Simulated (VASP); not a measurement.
# SrCl2 (I4/mmm) in VASP: a series of runs, part 2 of 2

VASP 6.6.1. Earlier steps stand in the parts before.

**5. Single point, PBE (29.06 Å³/atom)**

Input file INCAR:

```
ALGO = Normal
EDIFF = 1E-6
ENCUT = 520
GGA = PE
ISIF = 2
ISMEAR = 0
LASPH = T
LCHARG = F
LREAL = F
LWAVE = F
NBANDS = 19
NELM = 80
PREC = Accurate
SIGMA = 0.05
```

Input file KPOINTS:

```
k-points
0
Gamma
  6 6 6
```

Input file POSCAR:

```
SrCl2
1.0
    0.0000000000      3.4448287344      3.6728763966
    3.4448287344      0.0000000000      3.6728763966
    3.4448287344      3.4448287344      0.0000000000
Sr Cl
1 2
Direct
    0.0000000000      0.0000000000      0.0000000000
    0.2500000000      0.2500000000      0.2500000000
    0.7500000000      0.7500000000      0.7500000000
```

Launch:

```bash
> cat potpaw_PBE.64/Sr_sv/POTCAR potpaw_PBE.64/Cl/POTCAR > POTCAR
> mpirun -np 1 vasp_std > vasp.out
```

It took 35 s on 1 thread of Intel Xeon Platinum 8488C (Sapphire Rapids), shared host; peak memory 0.24 GiB.

The run converged. Its results:

```yaml
Free_energy: -12.7547 eV
Pressure: 0.1 GPa
Band_gap_on_the_k_mesh: 4.96 eV (least direct gap 5.27 eV)
```

Stress tensor (GPa, compression positive):
```
 1.19  0.00  0.00
 0.00  1.19  0.00
 0.00  0.00 -1.96
```

Levels at points of the mesh, in eV from the valence-band top:
```
           k point  band 9  band 10  band 11  band 12  band 13  band 14  band 15  band 16
(0.00, 0.00, 0.00)   -2.06    -0.77    -0.31    -0.31     4.96     5.87     6.16     8.68
(0.50, 0.00, 0.00)   -1.56    -1.42    -1.17    -1.13     6.48     6.57     7.22     7.65
(0.50, 0.50, 0.00)   -1.96    -0.41    -0.41    -0.36     5.36     6.51     7.39     7.54
(0.50, 0.00, 0.50)   -1.85    -0.82    -0.30     0.00     5.33     6.96     7.40     7.81
```

A k mesh can miss the band edges. Expect the measured gap to be larger: semilocal functionals such as PBE lack the derivative discontinuity.

**6. Single point, PBE (29.06 Å³/atom)**

Input file INCAR:

```
PREC     = Accurate       # precision mode
ENCUT    = 520            # plane-wave cutoff, eV
EDIFF    = 1E-6           # SCF threshold, eV
ISMEAR   = 0              # smearing method
SIGMA    = 0.05           # smearing width, eV
LREAL    = False          # projectors in reciprocal space
LASPH    = True           # aspherical terms in the spheres
NELM     = 100            # most SCF steps
ALGO     = Normal         # electronic algorithm
ISIF     = 2              # what is computed and relaxed
LWAVE    = False          # write WAVECAR
LCHARG   = False          # write CHGCAR
GGA      = PE             # functional
NBANDS   = 19             # bands
```

Input file KPOINTS:

```
Automatic mesh
0
Gamma
  6 6 6
```

Input file POSCAR:

```
SrCl2
1.0
    0.0000000000      3.5952438263      3.3719791847
    3.5952438263      0.0000000000      3.3719791847
    3.5952438263      3.5952438263      0.0000000000
Sr Cl
1 2
Direct
    0.0000000000      0.0000000000      0.0000000000
    0.2500000000      0.2500000000      0.2500000000
    0.7500000000      0.7500000000      0.7500000000
```

Potentials or basis: VASP PAW PBE potentials, release 64 (Sr_sv, Cl).

Launch:

```bash
> cat potpaw_PBE.64/Sr_sv/POTCAR potpaw_PBE.64/Cl/POTCAR > POTCAR
> mpirun -np 1 vasp_std > vasp.out
```

OUTCAR:

```text
PREC = Accurate
   ENCUT = 520
   EDIFF = 1E-6
   ISMEAR = 0
   LREAL = False
   LASPH = True
   NELM = 100
   ISIF = 2
   GGA = PE

 ion  position               nearest neighbor table
   1  0.000  0.000  0.000-   3 3.05   3 3.05   3 3.05   2 3.05   3 3.05   2 3.05   2 3.05   2 3.05

   2  0.250  0.250  0.250-   1 3.05   1 3.05   1 3.05   1 3.05
   3  0.750  0.750  0.750-   1 3.05   1 3.05   1 3.05   1 3.05

  LATTYP: Found a body centered tetragonal cell.
 ALAT       =     5.0844425792
 C/A-ratio  =     1.3263909002

  Lattice vectors:

 A1 = (   0.0000000000,  -3.5952438263,  -3.3719791847)
 A2 = (   0.0000000000,   3.5952438263,  -3.3719791847)
 A3 = (   3.5952438263,   0.0000000000,   3.3719791847)

Analysis of symmetry for initial positions (statically):
=====================================================================
 Subroutine PRICEL returns:
 Original cell was already a primitive cell.

 Routine SETGRP: Setting up the symmetry group for a
 body centered tetragonal supercell.

 Subroutine GETGRP returns: Found 16 space group operations
 (whereof 16 operations were pure point group operations)
 out of a pool of 16 trial point group operations.

The static configuration has the point symmetry D_4h.

Analysis of symmetry for dynamics (positions and initial velocities):
=====================================================================
 Subroutine PRICEL returns:
 Original cell was already a primitive cell.

 Routine SETGRP: Setting up the symmetry group for a
 body centered tetragonal supercell.

 Subroutine GETGRP returns: Found 16 space group operations
 (whereof 16 operations were pure point group operations)
 out of a pool of 16 trial point group operations.

The dynamic configuration has the point symmetry D_4h.

[... 109 lines left out ...]
   TEBEG  =    0.0;   TEEND  =   0.0 temperature during run
   PSTRESS=    0.0 pullay stress
   NELECT =      24.0000    total number of electrons
   NUPDOWN=      -1.0000    fix difference up-down
   EMIN   =  10.00;   EMAX   =-10.00  energy-range for DOS
   EFERMI =   0.00;   METHOD = LEGACY
   ISMEAR =     0;   SIGMA  =   0.05  broadening in eV -4-tet -1-fermi 0-gaus
   EFERMI_NEDOS =   21; number of points for ismear=-14 and -15
   IALGO  =     38    algorithm
   IMIX   =      4    mixing-type and parameters
     AMIX     =   0.40;   BMIX     =  1.00
     AMIX_MAG =   1.60;   BMIX_MAG =  1.00
  volume/ion in A,a.u.               =      29.06       196.09
  Fermi-wavevector in a.u.,A,eV,Ry     =   1.065013  2.012582 15.432431  1.134252
  Thomas-Fermi vector in A             =   2.200550
   LORBIT       =      0    0 simple, 1 ext, 2 COOP (PROOUT), +10 PAW based schemes
   GGA     = PE    functional components
   LHFCALC =     F    Hartree Fock is set to
   AEXX    =    0.0000 exact exchange contribution
   IVDW    =     0    specifies the selected vdW correction
   LEPSILON=     F    determine dielectric tensor
   LRPA    =     F    only Hartree local field effects (RPA)
 non-spin polarized calculation
 Gauss-broadening in eV      SIGMA  =   0.05
  energy-cutoff  :      520.00
  volume of cell :       87.17
 maximum number of plane-waves:      2376
 NGX is ok and might be reduce to    40
   NGX = 19   NGY = 19   NGZ = 19

 number of electron      24.0000001 magnetization

 Free energy of the ion-electron system (eV)
  ---------------------------------------------------
  ext. energy  EPLUGINS =         0.00000000
  ---------------------------------------------------
  free energy    TOTEN  =       -12.75372040 eV

  energy without entropy =      -12.75372040  energy(sigma->0) =      -12.75372040

 E-fermi :   0.4857     XC(G=0):  -8.1695

 val. band max:        0.2743368769   @ k =   0.5000   0.5000   0.0000
 cond. band min:       5.1399369746   @ k =   0.0000   0.0000   0.0000
 fundamental gap:      4.8656000977
 Fermi energy:         0.4857170283

 k-point     1 :       0.0000    0.0000    0.0000
  band No.  band energies     occupation
      1     -33.0029      2.00000
      2     -14.9944      2.00000
      3     -14.9759      2.00000
      4     -14.9759      2.00000
      5     -13.2350      2.00000
      6     -12.4177      2.00000
[... 505 lines left out ...]
      6     -12.6170      2.00000
[... 11 lines left out ...]
     18       8.7543      0.00000
     19       9.5828      0.00000

 [... further k-points ...]
[... 5 lines left out ...]
  --------------------------------------------------------------------------------------
  -------------------------------------------------------------------------------------
  Total       -0.5113552     -0.5113552      1.2712133      0.0000000     -0.0000000      0.0000000
  in kB       -9.3985685     -9.3985685     23.3645513      0.0000000     -0.0000000      0.0000000
  external PRESSURE =       1.5224714 kB  Pullay stress =       0.0000000 kB

 VOLUME and BASIS-vectors are now :
 -----------------------------------------------------------------------------
  energy-cutoff  :      520.00
  volume of cell :       87.17
      direct lattice vectors                 reciprocal lattice vectors
     0.000000000  3.595243826  3.371979185    -0.139072626  0.139072626  0.148280868
     3.595243826  0.000000000  3.371979185     0.139072626 -0.139072626  0.148280868
     3.595243826  3.595243826  0.000000000     0.139072626  0.139072626 -0.148280868

 POSITION                                       TOTAL-FORCE (eV/Angst)
 -----------------------------------------------------------------------------------
      0.00000      0.00000      0.00000        -0.000000     -0.000000     -0.000000
      1.79762      1.79762      1.68599        -0.000000      0.000000     -0.000000
      5.39287      5.39287      5.05797         0.000000      0.000000      0.000000
 -----------------------------------------------------------------------------------
    total drift:                               -0.000000     -0.000000      0.000000

  FREE ENERGIE OF THE ION-ELECTRON SYSTEM (eV)
  ---------------------------------------------------
  free  energy   TOTEN  =       -12.7537203976 eV

  energy  without entropy=      -12.7537203976  energy(sigma->0) =      -12.75372040
```

OSZICAR:

```text
N       E                     dE             d eps       ncg     rms          rms(c)
DAV:   1     0.141835173730E+03    0.14184E+03   -0.11525E+04  1148   0.113E+03
DAV:   2    -0.342504212362E+01   -0.14526E+03   -0.14079E+03  1474   0.221E+02
DAV:   3    -0.127115441180E+02   -0.92865E+01   -0.92544E+01  1509   0.556E+01
DAV:   4    -0.130465176904E+02   -0.33497E+00   -0.33448E+00  1976   0.868E+00
DAV:   5    -0.130488061917E+02   -0.22885E-02   -0.22884E-02  1531   0.724E-01    0.121E+01
DAV:   6    -0.127364591798E+02    0.31235E+00   -0.62761E-01  1378   0.439E+00    0.783E+00
DAV:   7    -0.127435957590E+02   -0.71366E-02   -0.36056E-01  1543   0.359E+00    0.219E+00
DAV:   8    -0.127511757369E+02   -0.75800E-02   -0.53507E-02  1279   0.128E+00    0.387E-01
DAV:   9    -0.127522422481E+02   -0.10665E-02   -0.21948E-03  1462   0.270E-01    0.138E-01
DAV:  10    -0.127536003249E+02   -0.13581E-02   -0.97631E-04  1215   0.181E-01    0.325E-02
DAV:  11    -0.127536978186E+02   -0.97494E-04   -0.65093E-05  1509   0.456E-02    0.413E-02
DAV:  12    -0.127537186842E+02   -0.20866E-04   -0.21109E-05  1212   0.234E-02    0.406E-03
DAV:  13    -0.127537204012E+02   -0.17170E-05   -0.18610E-06  1409   0.751E-03    0.423E-03
DAV:  14    -0.127537203976E+02    0.36180E-08   -0.38389E-07   972   0.410E-03
   1 F= -.12753720E+02 E0= -.12753720E+02  d E =-.225922E-11
```

It took 37 s on 1 thread of Intel Xeon Platinum 8488C (Sapphire Rapids), shared host; peak memory 0.24 GiB.

Results:

```yaml
Free_energy: -12.7537 eV
Pressure: 0.2 GPa
Band_gap_on_the_k_mesh: 4.87 eV (least direct gap 5.13 eV)
```

A k mesh can miss the band edges. As with any semilocal functional, this PBE gap is likely too small.

**7. The runs side by side**

| cell | gap on the mesh (eV) | pressure (GPa) |
| --- | --- | --- |
| a = 4.919, b = 4.919, c = 5.112 Å, angles 58.7, 58.7, 62.6°, 3 atoms | 4.74 | 0.2 |
| a = 5.052, b = 5.052, c = 4.846 Å, angles 61.3, 61.3, 57.3°, 3 atoms | 4.85 | 0.2 |
| a = 4.940, b = 4.940, c = 5.057 Å, angles 59.2, 59.2, 61.6°, 3 atoms | 4.98 | 0.1 |
| a = 5.036, b = 5.036, c = 4.872 Å, angles 61.1, 61.1, 57.9°, 3 atoms | 4.96 | 0.1 |
| a = 4.929, b = 4.929, c = 5.084 Å, angles 59.0, 59.0, 62.1°, 3 atoms | 4.87 | 0.2 |

Alike in all rows: task single point; level PBE; potentials or basis VASP PAW PBE potentials, release 64 (Sr_sv, Cl); no spin polarisation; k mesh 6 × 6 × 6; cutoff (eV) 520; smearing gaussian 0.05 eV.

Total energies depend on the potentials used, so only differences within one code and one set of settings carry meaning.
